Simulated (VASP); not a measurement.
Wanted: the native input for a VASP 6.6.1 run.

```yaml
Task: single point
Functional: PBE
Dispersion: D3(BJ)
Potentials_or_basis: VASP PAW PBE potentials, release 64 (Pb_d)
Cutoff: 520 eV
k_mesh: 18 × 18 × 10
Occupations: gaussian, width 0.15 eV
Spin: no spin polarisation
Dipole_correction: no
Further_INCAR_settings: ALGO = Fast; EDIFF = 1e-07; NBANDS = 21
```

The structure of Pb lies in POSCAR:

```
Pb
1.0
    3.4800006906      0.0000000000      0.0000000000
   -1.7400003453      3.0137690032      0.0000000000
    0.0000000000      0.0000000000      5.5900000000
Pb
2
Direct
    0.3333333333      0.6666666667      0.2500000000
    0.6666666667      0.3333333333      0.7500000000
```

This isn't the form of Pb at room conditions, which is fcc.

These files were run (other wordings do the same):

INCAR

```
PREC = Accurate ; ENCUT = 520
EDIFF = 1E-7 ; ISMEAR = 0
SIGMA = 0.15 ; LREAL = False
LASPH = True ; NELM = 60
ALGO = Fast ; ISIF = 2
LWAVE = False ; LCHARG = True
GGA = PE ; IVDW = 12
LELF = True ; LVHAR = True
NBANDS = 21
```

KPOINTS

```
regular mesh
0
Gamma
  18 18 10
```

Potentials or basis: VASP PAW PBE potentials, release 64 (Pb_d).

The run is started by

```bash
$ cat potpaw_PBE.64/Pb_d/POTCAR > POTCAR
$ mpirun -np 1 vasp_std > vasp.out
```

Results of the run:

| Quantity | Value |
| --- | --- |
| Pressure | 1.6 GPa |
| Band gap on the k mesh | zero (bands 14 and 15 overlap by 7.86 eV) |
| Dispersion energy per atom | -0.424 eV |

Caveat: spin-orbit coupling is left out, which moves the levels of the heavy elements.

Run time: 2.1 min on 1 thread of Intel(R) Xeon(R) 6975P-C (Granite Rapids) (shared host), peak memory 0.34 GiB.
